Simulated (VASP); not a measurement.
# LiRuPb (P-6m2) in VASP: further runs, part 2 of 2

VASP 6.6.1. The steps go on from the part before.

**3. Single point, PBE**

Contents of INCAR:

```
PREC = Accurate
ENCUT = 520
EDIFF = 1E-6
ISMEAR = 0
SIGMA = 0.1
LREAL = False
LASPH = True
NELM = 100
ALGO = Fast
ISIF = 2
LWAVE = False
LCHARG = False
GGA = PE
NBANDS = 22
```

Contents of KPOINTS:

```
regular mesh
0
Gamma
  12 12 16
```

Contents of POSCAR:

```
LiRuPb
1.0
    4.3924525243      0.0000000000      0.0000000000
   -2.1962262622      3.8039754710      0.0000000000
    0.0000000000      0.0000000000      3.0151238312
Li Ru Pb
1 1 1
Direct
    0.6666666667      0.3333333333      0.5000000000
    0.0000000000      0.0000000000      0.0000000000
    0.3333333333      0.6666666667      0.5000000000
```

Potentials or basis: VASP PAW PBE potentials, release 64 (Li_sv, Ru_pv, Pb_d).

Started as:

```bash
$ cat potpaw_PBE.64/Li_sv/POTCAR potpaw_PBE.64/Ru_pv/POTCAR potpaw_PBE.64/Pb_d/POTCAR > POTCAR
$ mpirun -np 1 vasp_std > vasp.out
```

OUTCAR:

```text
PREC = Accurate
   ENCUT = 520
   EDIFF = 1E-6
   ISMEAR = 0
   LREAL = False
   LASPH = True
   NELM = 100
   ISIF = 2
   GGA = PE

 ion  position               nearest neighbor table
   1  0.667  0.333  0.500-   3 2.54   3 2.54   3 2.54   2 2.95   2 2.95   2 2.95   2 2.95   2 2.95
                             2 2.95
   2  0.000  0.000  0.000-   1 2.95   3 2.95   1 2.95   3 2.95   1 2.95   1 2.95   3 2.95   3 2.95
                             1 2.95   1 2.95   3 2.95   3 2.95
   3  0.333  0.667  0.500-   1 2.54   1 2.54   1 2.54   2 2.95   2 2.95   2 2.95   2 2.95   2 2.95
                             2 2.95

  LATTYP: Found a hexagonal cell.
 ALAT       =     4.3924525243
 C/A-ratio  =     0.6864328788

  Lattice vectors:

 A1 = (   4.3924525243,   0.0000000000,   0.0000000000)
 A2 = (  -2.1962262622,   3.8039754710,   0.0000000000)
 A3 = (   0.0000000000,   0.0000000000,   3.0151238312)

Analysis of symmetry for initial positions (statically):
=====================================================================
 Subroutine PRICEL returns:
 Original cell was already a primitive cell.

 Routine SETGRP: Setting up the symmetry group for a
[... 170 lines left out ...]
  energy without entropy =      -13.82075256  energy(sigma->0) =      -13.82597492

 E-fermi :   8.3489     XC(G=0): -11.3675

 val. band max:        8.3414280363   @ k =   0.4167   0.1667   0.5000
 cond. band min:       8.3557931114   @ k =   0.3333   0.3333   0.2500
 fundamental gap:      0.0143650751
 Fermi energy:         8.3489241465

 k-point     1 :       0.0000    0.0000    0.0000
  band No.  band energies     occupation
      1     -37.5679      2.00000
      2     -33.5123      2.00000
      3     -33.3917      2.00000
      4     -33.3917      2.00000
      5      -9.1049      2.00000
      6      -8.5936      2.00000
[... 589 lines left out ...]
     21      16.8499      0.00000
     22      19.7217      0.00000

 [... further k-points ...]

------------------------ aborting loop because EDIFF is reached ----------------------------------------

  FORCE on cell =-STRESS in cart. coord.  units (eV):
  Direction    XX          YY          ZZ          XY          YZ          ZX
  --------------------------------------------------------------------------------------
  -------------------------------------------------------------------------------------
  Total        0.0158140      0.0158140     -0.0278883     -0.0000000      0.0000000      0.0000000
  in kB        0.5029234      0.5029234     -0.8869161     -0.0000000      0.0000000      0.0000000
  external PRESSURE =       0.0396435 kB  Pullay stress =       0.0000000 kB

 VOLUME and BASIS-vectors are now :
 -----------------------------------------------------------------------------
  energy-cutoff  :      520.00
  volume of cell :       50.38
      direct lattice vectors                 reciprocal lattice vectors
     4.392452524  0.000000000  0.000000000     0.227663246  0.131441436  0.000000000
    -2.196226262  3.803975471  0.000000000     0.000000000  0.262882873  0.000000000
     0.000000000  0.000000000  3.015123831     0.000000000  0.000000000  0.331661337

 POSITION                                       TOTAL-FORCE (eV/Angst)
 -----------------------------------------------------------------------------------
      2.19623      1.26799      1.50756        -0.000000      0.000000      0.000000
      0.00000      0.00000      0.00000        -0.000000     -0.000000      0.000000
     -0.00000      2.53598      1.50756         0.000000      0.000000      0.000000
 -----------------------------------------------------------------------------------
    total drift:                                0.000000     -0.000000     -0.000000

  FREE ENERGIE OF THE ION-ELECTRON SYSTEM (eV)
  ---------------------------------------------------
  free  energy   TOTEN  =       -13.8311972862 eV

  energy  without entropy=      -13.8207525624  energy(sigma->0) =      -13.82597492
```

OSZICAR:

```text
N       E                     dE             d eps       ncg     rms          rms(c)
DAV:   1     0.329090595120E+03    0.32909E+03   -0.16038E+04  7596   0.166E+03
DAV:   2     0.551023314759E+01   -0.32358E+03   -0.31147E+03  7674   0.467E+02
DAV:   3    -0.129128115027E+02   -0.18423E+02   -0.17795E+02 12022   0.115E+02
[... 14 lines left out ...]
RMM:  18    -0.138311906097E+02   -0.41345E-05   -0.44127E-05  9992   0.306E-02    0.127E-02
RMM:  19    -0.138311934779E+02   -0.28682E-05   -0.30904E-05  9630   0.247E-02    0.148E-02
RMM:  20    -0.138311952317E+02   -0.17538E-05   -0.19278E-05  9350   0.201E-02    0.138E-02
RMM:  21    -0.138311964929E+02   -0.12612E-05   -0.13804E-05  8808   0.164E-02    0.137E-02
RMM:  22    -0.138311972862E+02   -0.79331E-06   -0.87979E-06  8664   0.138E-02
   1 F= -.13831197E+02 E0= -.13825975E+02  d E =-.104447E-01
```

stdout:

```text
POSCAR found type information on POSCAR LiRuPb
 POSCAR found :  3 types and       3 ions
 scaLAPACK will be used
 LDA part: xc-table for (Slater+PW92), standard interpolation
 POSCAR, INCAR and KPOINTS ok, starting setup
 FFT: planning ... GRIDC
 FFT: planning ... GRID_SOFT
 FFT: planning ... GRID
 WAVECAR not read
 entering main loop
WARNING in EDDRMM: call to ZHEGV failed, returncode =   8  4      5
WARNING in EDDRMM: call to ZHEGV failed, returncode =   6  3     15
WARNING in EDDRMM: call to ZHEGV failed, returncode =   6  3     11
WARNING in EDDRMM: call to ZHEGV failed, returncode =   6  3      8
WARNING in EDDRMM: call to ZHEGV failed, returncode =   8  4     19
WARNING in EDDRMM: call to ZHEGV failed, returncode =   6  3     12
```

Wall time 2.3 min (1 thread of Intel Xeon 6975P-C (Granite Rapids), shared host); peak memory 0.32 GiB.

What came out:

```yaml
Free_energy: -13.8312 eV
```

Caveat: the cutoff is under 1.25 times the usual one of these potentials, so pressure, stress and relaxed cells hold a basis-set (Pulay) error; spin-orbit coupling is left out, which moves the levels of the heavy elements.

**4. Relaxation of cell and atoms, PBE**

Contents of INCAR:

```
PREC = Accurate
ENCUT = 600
EDIFF = 1E-6
ISMEAR = 0
SIGMA = 0.1
LREAL = F
LASPH = T
NELM = 100
ALGO = Fast
ISIF = 3
LWAVE = F
LCHARG = F
GGA = PE
IBRION = 2
NSW = 100
EDIFFG = -0.01
```

Contents of KPOINTS:

```
Automatic mesh
0
Gamma
  12 12 16
```

Contents of POSCAR:

```
LiRuPb
1.0
    4.3836491950      0.0000000000      0.0000000000
   -2.1918245975      3.7963515641      0.0000000000
    0.0000000000      0.0000000000      3.0322324642
Li Ru Pb
1 1 1
Direct
    0.6666666667      0.3333333333      0.5000000000
    0.0000000000      0.0000000000      0.0000000000
    0.3333333333      0.6666666667      0.5000000000
```

Started as:

```bash
$ cat potpaw_PBE.64/Li_sv/POTCAR potpaw_PBE.64/Ru_pv/POTCAR potpaw_PBE.64/Pb_d/POTCAR > POTCAR
$ mpirun -np 1 vasp_std > vasp.out
```

It took 6 min on 1 thread of Intel Xeon 6975P-C (Granite Rapids), shared host; peak memory 0.36 GiB.

It converged, with:

- Free energy: -13.8314 eV
- Relaxed volume: 16.80 Å³/atom
- Relaxed cell: a = 4.394 Å, b = 4.394 Å, c = 3.014 Å, α = 90.00°, β = 90.00°, γ = 120.00°
- Space group after relaxing (to 0.05 Å): P-6m2 (No. 187)
- Energy gained by relaxing: 0.3 meV/atom
- Ionic steps: 5
- Pressure after relaxing: 0.0 GPa

Step by step:
| step | energy change (eV) | largest force (eV/Å) | pressure (GPa) | volume (Å³) |
| --- | --- | --- | --- | --- |
| 1 | 0.0000 | 0.0000 | -0.20 | 50.46 |
| 2 | -0.0009 | 0.0000 | 0.11 | 50.31 |
| 3 | -0.0010 | 0.0000 | 0.15 | 50.29 |
| 4 | -0.0010 | 0.0000 | 0.18 | 50.28 |
| 5 | -0.0010 | 0.0000 | -0.04 | 50.40 |

Final structure:
```xyz
3
Lattice="4.3942 0.0000 0.0000 -2.1971 3.8055 0.0000 0.0000 0.0000 3.0142" Properties=species:S:1:pos:R:3 pbc="T T T"
Li    2.1971    1.2685    1.5071
Ru    0.0000    0.0000    0.0000
Pb    0.0000    2.5370    1.5071
```

Levels at points of the mesh, in eV from the Fermi level:
```
           k point  band 11  band 12  band 13  band 14  band 15  band 16  band 17  band 18  band 19
(0.00, 0.00, 0.00)    -2.99    -2.99    -2.57    -0.09    -0.09     2.33     2.51     2.51     4.62
(0.50, 0.00, 0.00)    -4.98    -2.39    -2.02    -0.94    -0.79    -0.40    -0.07     4.16     9.01
(0.00, 0.00, 0.50)    -5.18    -2.22    -2.22    -0.93    -0.93     1.71     2.90     2.90     4.43
(0.50, 0.00, 0.50)    -3.82    -3.07    -2.24    -1.07    -0.55    -0.17     0.98     3.23     4.34
```

Caveat: the cutoff is under 1.25 times the usual one of these potentials, so pressure, stress and relaxed cells hold a basis-set (Pulay) error; spin-orbit coupling is left out, which moves the levels of the heavy elements.

**5. Overview**

| task | spin | cell | k mesh | cutoff (eV) | gap on the mesh (eV) |
| --- | --- | --- | --- | --- | --- |
| single point | collinear, ferromagnetic start | a = 4.384, b = 4.384, c = 3.032 Å, angles 90.0, 90.0, 120.0°, 3 atoms | 6 × 6 × 6 | 520 | none |
| single point | off | a = 4.392, b = 4.392, c = 3.015 Å, angles 90.0, 90.0, 120.0°, 3 atoms | 12 × 12 × 16 | 520 | none |
| relaxation of cell and atoms | off | relaxed from a = 4.384, b = 4.384, c = 3.032 Å, angles 90.0, 90.0, 120.0°, 3 atoms | 12 × 12 × 16 | 600 | none |

Alike in all rows: level PBE; potentials or basis VASP PAW PBE potentials, release 64 (Li_sv, Ru_pv, Pb_d); smearing gaussian 0.1 eV.

Caveats: the cutoff is under 1.25 times the usual one of these potentials, so pressure, stress and relaxed cells hold a basis-set (Pulay) error; spin-orbit coupling is left out, which moves the levels of the heavy elements.

Absolute energies hang on the potentials; compare differences alone.
